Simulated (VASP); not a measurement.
Here is a VASP 6.6.1 calculation.

The input INCAR:

```
SYSTEM = Lu
PREC = Accurate
ENCUT = 520
EDIFF = 1E-6
ISMEAR = -1
SIGMA = 0.1
LREAL = .FALSE.
LASPH = .TRUE.
NELM = 60
ALGO = Normal
ISIF = 2
LWAVE = .FALSE.
LCHARG = .FALSE.
GGA = RE
NBANDS = 44
```

The input KPOINTS:

```
regular mesh
0
G
  8 8 10
  0 0 0
```

The input POSCAR:

```
Lu
1.0
    5.7142627016      0.0000000000      0.0000000000
   -2.8571313507      4.9486966635      0.0000000000
    0.0000000000      0.0000000000      3.5783967111
Lu
3
Direct
    0.0000000000      0.0000000000      1.0000000000
    0.3333333333      0.6666666667      0.5000000000
    0.6666666667      0.3333333333      0.5000000000
```

Potentials or basis: VASP PAW PBE potentials, release 64 (Lu).

Run with:

```console
$ cat potpaw_PBE.64/Lu/POTCAR > POTCAR
$ mpirun -np 1 vasp_std > vasp.out
```

(1) Estimate the pressure.

(2) Estimate the band gap on the k mesh.

## Answers

(1) -3.9 GPa.

(2) zero (an odd number of electrons rules out a gap without spin polarisation).

Caveat: the cell stands under tension; the PAW data sets were made with another functional, which shifts forces and pressure a little; spin-orbit coupling is left out, which moves the levels of the heavy elements.
